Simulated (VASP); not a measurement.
# Au (Fd-3m) in VASP: a series of runs

The runs below take Au through single point, with LDA.

Program: VASP 6.6.1. These are calculated values, not measurements. Logs are shortened: lines on timing, memory, paths and dates and some standing lists are left out, and cuts for length are marked.

**1. The cell of the first run**

Symmetry: Fd-3m, No. 227, cubic system. Conventional cell: a = 6.031 Å, b = 6.031 Å, c = 6.031 Å, α = 90.00°, β = 90.00°, γ = 90.00°. Au (site symmetry -43m) has 4 Au at 2.61 Å within 3.4 Å.

This isn't the form of Au at room conditions, which is fcc.

**2. Single point, LDA (27.42 Å³/atom)**

INCAR

```
PREC = Accurate
ENCUT = 520
EDIFF = 1E-7
ISMEAR = -1
SIGMA = 0.1
LREAL = F
LASPH = T
NELM = 80
ALGO = Normal
ISIF = 2
LWAVE = F
LCHARG = F
NBANDS = 18
```

KPOINTS

```
Automatic mesh
0
Gamma
  10 10 10
```

POSCAR

```
Au
1.0
    0.0000000000      3.0156551513      3.0156551513
    3.0156551513      0.0000000000      3.0156551513
    3.0156551513      3.0156551513      0.0000000000
Au
2
Direct
    0.1250000000      0.1250000000      0.1250000000
    0.8750000000      0.8750000000      0.8750000000
```

Potentials or basis: VASP PAW LDA potentials, release 64 (Au).

Run with:

```sh
> cat potpaw_LDA.64/Au/POTCAR > POTCAR
> mpirun -np 1 vasp_std > vasp.out
```

OUTCAR:

```text
PREC = Accurate
   ENCUT = 520
   EDIFF = 1E-7
   ISMEAR = -1
   LREAL = F
   LASPH = T
   NELM = 80
   ISIF = 2

 ion  position               nearest neighbor table
   1  0.125  0.125  0.125-   2 2.61   2 2.61   2 2.61   2 2.61
   2  0.875  0.875  0.875-   1 2.61   1 2.61   1 2.61   1 2.61

  LATTYP: Found a face centered cubic cell.
 ALAT       =     6.0313103026

  Lattice vectors:

 A1 = (   0.0000000000,   3.0156551513,   3.0156551513)
 A2 = (   3.0156551513,   0.0000000000,   3.0156551513)
 A3 = (   3.0156551513,   3.0156551513,   0.0000000000)

Analysis of symmetry for initial positions (statically):
=====================================================================
 Subroutine PRICEL returns:
 Original cell was already a primitive cell.

 Routine SETGRP: Setting up the symmetry group for a
 face centered cubic supercell.

 Subroutine GETGRP returns: Found 48 space group operations
 (whereof 12 operations were pure point group operations)
 out of a pool of 48 trial point group operations.

The static configuration has the point symmetry D_3d.
 The point group associated with its full space group is O_h .

Analysis of symmetry for dynamics (positions and initial velocities):
=====================================================================
 Subroutine PRICEL returns:
 Original cell was already a primitive cell.

 Routine SETGRP: Setting up the symmetry group for a
 face centered cubic supercell.

 Subroutine GETGRP returns: Found 48 space group operations
 (whereof 12 operations were pure point group operations)
 out of a pool of 48 trial point group operations.

The dynamic configuration has the point symmetry D_3d.
 The point group associated with its full space group is O_h .

 Subroutine INISYM returns: Found 48 space group operations
 (whereof 12 operations are pure point group operations),
 and found     1 'primitive' translations

----------------------------------------------------------------------------------------

                                     Primitive cell

  volume of cell :      54.8498

  direct lattice vectors                    reciprocal lattice vectors
     0.000000000  3.015655151  3.015655151    -0.165801451  0.165801451  0.165801451
     3.015655151  0.000000000  3.015655151     0.165801451 -0.165801451  0.165801451
     3.015655151  3.015655151  0.000000000     0.165801451  0.165801451 -0.165801451

  length of vectors
     4.264780414  4.264780414  4.264780414     0.287176537  0.287176537  0.287176537

  position of ions in fractional coordinates (direct lattice)
     0.125000000  0.125000000  0.125000000
     0.875000000  0.875000000  0.875000000

  ion indices of the primitive-cell ions
   primitive index   ion index
                 1           1
                 2           2

----------------------------------------------------------------------------------------

 KPOINTS: Automatic mesh

Automatic generation of k-mesh.
 Grid dimensions read from file:
 generate k-points for:   10   10   10

 Generating k-lattice:

  Cartesian coordinates                     Fractional coordinates (reciprocal lattice)
    -0.016580145  0.016580145  0.016580145     0.100000000  0.000000000  0.000000000
     0.016580145 -0.016580145  0.016580145     0.000000000  0.100000000  0.000000000
     0.016580145  0.016580145 -0.016580145     0.000000000  0.000000000  0.100000000

  Length of vectors
     0.028717654  0.028717654  0.028717654

  Shift w.r.t. Gamma in fractional coordinates (k-lattice)
     0.000000000  0.000000000  0.000000000

 Subroutine IBZKPT returns following result:
 ===========================================

 Found     47 irreducible k-points:

 Following reciprocal coordinates:
            Coordinates               Weight
  0.000000  0.000000  0.000000      1.000000
  0.100000  0.000000  0.000000      8.000000
  0.200000  0.000000  0.000000      8.000000
  0.300000  0.000000  0.000000      8.000000
  0.400000  0.000000  0.000000      8.000000
  0.500000  0.000000  0.000000      4.000000
[... 16 lines left out ...]
  0.300000  0.300000  0.000000      6.000000
  0.400000  0.300000  0.000000     24.000000
 [... further k-points ...]
   k-points           NKPTS =     47   k-points in BZ     NKDIM =     47   number of bands    NBANDS=     18
   number of dos      NEDOS =    301   number of ions     NIONS =      2
   total plane-waves  NPLWV =  32768
   dimension x,y,z NGX =    32 NGY =   32 NGZ =   32
   dimension x,y,z NGXF=    64 NGYF=   64 NGZF=   64
   ions per type =               2
   NGX,Y,Z   is equivalent  to a cutoff of  12.47, 12.47, 12.47 a.u.
   NGXF,Y,Z  is equivalent  to a cutoff of  24.95, 24.95, 24.95 a.u.
 SYSTEM =  unknown system
   PREC   = accura    normal or accurate (medium, high low for compatibility)
   ISTART =      0    job   : 0-new  1-cont  2-samecut
   ICHARG =      2    charge: 1-file 2-atom 10-const
   ISPIN  =      1    spin polarized calculation?
   LNONCOLLINEAR =      F non collinear calculations
   LSORBIT =      F    spin-orbit coupling
   LASPH  =      T    aspherical Exc in radial PAW
   ENCUT  =  520.0 eV  38.22 Ry    6.18 a.u.   7.93  7.93  7.93*2*pi/ulx,y,z
   NELM   =     80;   NELMIN=  2; NELMDL= -5     # of ELM steps
   EDIFF  = 0.1E-06   stopping-criterion for ELM
   LREAL  =      F    real-space projection
   EDIFFG = 0.1E-05   stopping-criterion for IOM
   NSW    =      0    number of steps for IOM
   IBRION =     -1    ionic relax: 0-MD 1-quasi-New 2-CG
   NFREE  =      0    steps in history (QN), initial steepest desc. (CG)
   ISIF   =      2    stress and relaxation
   ISYM   =      2    0-nonsym 1-usesym 2-fastsym
   POTIM  = 0.5000    time-step for ionic-motion
   TEBEG  =    0.0;   TEEND  =   0.0 temperature during run
   PSTRESS=    0.0 pullay stress
   NELECT =      22.0000    total number of electrons
   NUPDOWN=      -1.0000    fix difference up-down
   EMIN   =  10.00;   EMAX   =-10.00  energy-range for DOS
   EFERMI =   0.00;   METHOD = LEGACY
   ISMEAR =    -1;   SIGMA  =   0.10  broadening in eV -4-tet -1-fermi 0-gaus
   EFERMI_NEDOS =   21; number of points for ismear=-14 and -15
   IALGO  =     38    algorithm
   IMIX   =      4    mixing-type and parameters
     AMIX     =   0.40;   BMIX     =  1.00
     AMIX_MAG =   1.60;   BMIX_MAG =  1.00
  volume/ion in A,a.u.               =      27.42       185.07
  Fermi-wavevector in a.u.,A,eV,Ry     =   1.207325  2.281513 19.832297  1.457633
  Thomas-Fermi vector in A             =   2.342966
   LORBIT       =      0    0 simple, 1 ext, 2 COOP (PROOUT), +10 PAW based schemes
   GGA     = CA    functional components
   LHFCALC =     F    Hartree Fock is set to
   AEXX    =    0.0000 exact exchange contribution
   IVDW    =     0    specifies the selected vdW correction
   LEPSILON=     F    determine dielectric tensor
   LRPA    =     F    only Hartree local field effects (RPA)
 non-spin polarized calculation
  energy-cutoff  :      520.00
  volume of cell :       54.85
 maximum number of plane-waves:      1490
   NGX = 15   NGY = 15   NGZ = 15

 number of electron      22.0000004 magnetization

 Free energy of the ion-electron system (eV)
  ---------------------------------------------------
  ext. energy  EPLUGINS =         0.00000000
  ---------------------------------------------------
  free energy    TOTEN  =        -6.87556790 eV

  energy without entropy =       -6.85131466  energy(sigma->0) =       -6.86344128

 E-fermi :   3.0870     XC(G=0): -10.0279

 val. band max:        3.0166559406   @ k =   0.5000   0.1000   0.0000
 cond. band min:       3.2513801552   @ k =  -0.4000   0.2000   0.0000
 fundamental gap:      0.2347242147
 Fermi energy:         3.0870041703

 k-point     1 :       0.0000    0.0000    0.0000
  band No.  band energies     occupation
      1      -3.2506      2.00000
      2      -1.2304      2.00000
      3      -1.2304      2.00000
      4      -1.2304      2.00000
      5      -1.2277      2.00000
      6      -1.2277      2.00000
[... 10 lines left out ...]
     17      13.9505      0.00000
     18      13.9505      0.00000

 k-point     2 :       0.1000    0.0000    0.0000
  band No.  band energies     occupation
      1      -3.1278      2.00000
      2      -1.3700      2.00000
      3      -1.3700      2.00000
      4      -1.2398      2.00000
      5      -1.0525      2.00000
      6      -1.0525      2.00000
[... 10 lines left out ...]
     17      14.5747      0.00000
     18      14.5747      0.00000

 k-point     3 :       0.2000    0.0000    0.0000
  band No.  band energies     occupation
      1      -2.7881      2.00000
      2      -1.4431      2.00000
      3      -1.4431      2.00000
      4      -1.2633      2.00000
      5      -0.9035      2.00000
      6      -0.9035      2.00000
[... 10 lines left out ...]
     17      14.7675      0.00000
     18      15.0661      0.00000

 k-point     4 :       0.3000    0.0000    0.0000
  band No.  band energies     occupation
      1      -2.3369      2.00000
      2      -1.4416      2.00000
      3      -1.4416      2.00000
      4      -1.2913      2.00000
      5      -0.8548      2.00000
      6      -0.8548      2.00000
[... 375 lines left out ...]
      4      -1.2463      2.00000
      5      -0.9639      2.00000
      6      -0.5191      2.00000
[... 10 lines left out ...]
     17      14.6996      0.00000
     18      15.4077      0.00000

 k-point    23 :       0.3000    0.3000    0.0000
  band No.  band energies     occupation
      1      -1.9406      2.00000
      2      -1.7622      2.00000
      3      -1.2953      2.00000
      4      -1.2953      2.00000
      5      -0.6408      2.00000
      6      -0.4373      2.00000
[... 10 lines left out ...]
     17      18.1847      0.00000
     18      18.1847      0.00000

 k-point    24 :       0.4000    0.3000    0.0000
  band No.  band energies     occupation
      1      -1.7527      2.00000
      2      -1.6182      2.00000
      3      -1.3565      2.00000
      4      -1.3203      2.00000
      5      -0.4841      2.00000
      6      -0.4719      2.00000
[... 10 lines left out ...]
     17      17.8694      0.00000
     18      18.5561      0.00000

 [... further k-points ...]

------------------------ aborting loop because EDIFF is reached ----------------------------------------

  FORCE on cell =-STRESS in cart. coord.  units (eV):
  Direction    XX          YY          ZZ          XY          YZ          ZX
  --------------------------------------------------------------------------------------
  -------------------------------------------------------------------------------------
  Total       -0.8987738     -0.8987738     -0.8987738     -0.0000000     -0.0000000      0.0000000
  in kB      -26.2534245    -26.2534245    -26.2534245     -0.0000000     -0.0000000      0.0000000
  external PRESSURE =     -26.2534245 kB  Pullay stress =       0.0000000 kB

 VOLUME and BASIS-vectors are now :
 -----------------------------------------------------------------------------
  energy-cutoff  :      520.00
  volume of cell :       54.85
      direct lattice vectors                 reciprocal lattice vectors
     0.000000000  3.015655151  3.015655151    -0.165801451  0.165801451  0.165801451
     3.015655151  0.000000000  3.015655151     0.165801451 -0.165801451  0.165801451
     3.015655151  3.015655151  0.000000000     0.165801451  0.165801451 -0.165801451

 POSITION                                       TOTAL-FORCE (eV/Angst)
 -----------------------------------------------------------------------------------
      0.75391      0.75391      0.75391        -0.000000     -0.000000     -0.000000
      5.27740      5.27740      5.27740         0.000000      0.000000      0.000000
 -----------------------------------------------------------------------------------
    total drift:                                0.000000      0.000000     -0.000000

  FREE ENERGIE OF THE ION-ELECTRON SYSTEM (eV)
  ---------------------------------------------------
  free  energy   TOTEN  =        -6.8755678974 eV

  energy  without entropy=       -6.8513146569  energy(sigma->0) =       -6.86344128
```

Wall time 21 s (1 thread of AMD EPYC 7R13 (Zen 3), shared host); peak memory 0.14 GiB.

Results:

| Property | Result |
| --- | --- |
| Free energy | -6.8756 eV |
| Pressure | -2.6 GPa |
| Band gap on the k mesh | zero (bands 11 and 12 overlap by 0.64 eV) |

Levels at points of the mesh, in eV from the Fermi level:
| k point | band 8 | band 9 | band 10 | band 11 | band 12 | band 13 | band 14 | band 15 |
| --- | --- | --- | --- | --- | --- | --- | --- | --- |
| (0.00, 0.00, 0.00) | -2.37 | -2.37 | -1.24 | -1.24 | 8.93 | 9.86 | 9.86 | 9.86 |
| (0.50, 0.00, 0.00) | -2.08 | -1.41 | -1.41 | -1.04 | -0.34 | 6.88 | 6.88 | 9.13 |
| (0.50, 0.50, 0.00) | -2.85 | -1.23 | -1.23 | 0.29 | 0.29 | 3.67 | 3.67 | 8.14 |

Caveat: spin-orbit coupling is left out, which moves the levels of the heavy elements.

**3. Single point, LDA (28.48 Å³/atom)**

This run uses another cell than the first one, of 28.48 Å³/atom.

INCAR

```
PREC = Accurate
ENCUT = 520
EDIFF = 1E-7
ISMEAR = -1
SIGMA = 0.1
LREAL = False
LASPH = True
NELM = 100
ALGO = Normal
ISIF = 2
LWAVE = False
LCHARG = False
NBANDS = 18
```

KPOINTS is that of step 2.

POSCAR

```
Au
1.0
    0.0000000000      3.0538320541      3.0538320541
    3.0538320541      0.0000000000      3.0538320541
    3.0538320541      3.0538320541      0.0000000000
Au
2
Direct
    0.1250000000      0.1250000000      0.1250000000
    0.8750000000      0.8750000000      0.8750000000
```

Potentials or basis: VASP PAW LDA potentials, release 64 (Au).

Run with:

```sh
> cat potpaw_LDA.64/Au/POTCAR > POTCAR
> mpirun -np 1 vasp_std > vasp.out
```

It took 22 s on 1 thread of AMD EPYC 7R13 (Zen 3), shared host; peak memory 0.15 GiB.

It converged, with:

```yaml
Free_energy: -6.8271 eV
Pressure: -4.8 GPa
Band_gap_on_the_k_mesh: zero (bands 11 and 12 overlap by 0.63 eV)
```

Levels at points of the mesh, in eV from the Fermi level:
```tsv
k point	band 9	band 10	band 11	band 12	band 13	band 14
(0.00, 0.00, 0.00)	-2.28	-1.24	-1.24	8.63	9.59	9.59
(0.50, 0.00, 0.00)	-1.39	-1.39	-0.90	-0.36	6.75	6.75
(0.50, 0.50, 0.00)	-1.22	-1.22	0.26	0.26	3.69	3.69
```

Caveat: the cell stands under tension; spin-orbit coupling is left out, which moves the levels of the heavy elements.
